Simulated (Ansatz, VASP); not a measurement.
**SiC in VASP and in Ansatz**

```
CELL_PARAMETERS angstrom
3.23197 0.00000 0.00000
-1.61599 2.66568 0.00000
0.00000 0.00000 9.84104
ATOMIC_POSITIONS crystal
Si 0.66667 0.33333 0.93783
Si 0.33333 0.66667 0.43783
Si 0.00000 0.00000 0.68790
Si 0.00000 0.00000 0.18790
C 0.66667 0.33333 0.74982
C 0.33333 0.66667 0.24982
C 0.00000 0.00000 0.50045
C 0.00000 0.00000 0.00045
```

Change from the starting cell: normal strain along x +0.0500, normal strain along z -0.0233.

Alike in both runs: task single point; functional PBEsol; k mesh 12 × 12 × 4; occupations gaussian, width 0.05 eV; no spin polarisation.

|  | VASP | Ansatz |
| --- | --- | --- |
| version | VASP 6.6.1 | Ansatz 0.2.0 |
| potentials or method | VASP PAW PBE potentials, release 64 (Si, C), cutoff 520 eV | scalar-relativistic, plane waves, PAW |
| valence electrons in the cell | 32 | 32 |

Ansatz gave:

| Quantity | Value |
| --- | --- |
| gap on the k mesh at the Fermi level (eV) | 1.43 |
| least direct gap on the mesh (eV) | 2.85 |
| pressure (GPa) | -4.4 |
| traceless stress, the component that is largest in VASP (GPa) | -18.24 |
| rms of the force components (eV/Å) | 0.344 |

Task: Estimate VASP's values.

Result: gap on the k mesh at the Fermi level (eV): 1.41; least direct gap on the mesh (eV): 2.84; pressure (GPa): -4.1; traceless stress, the component that is largest in VASP (GPa): -18.36; rms of the force components (eV/Å): 0.348.

VASP's potentials were made for PBE, not for PBEsol, and Ansatz warns of the same on its side. Atom by atom the forces differ by 0.005 eV/Å (rms over components). The functional is the same, so the differences come from potentials, cutoffs and numerics.
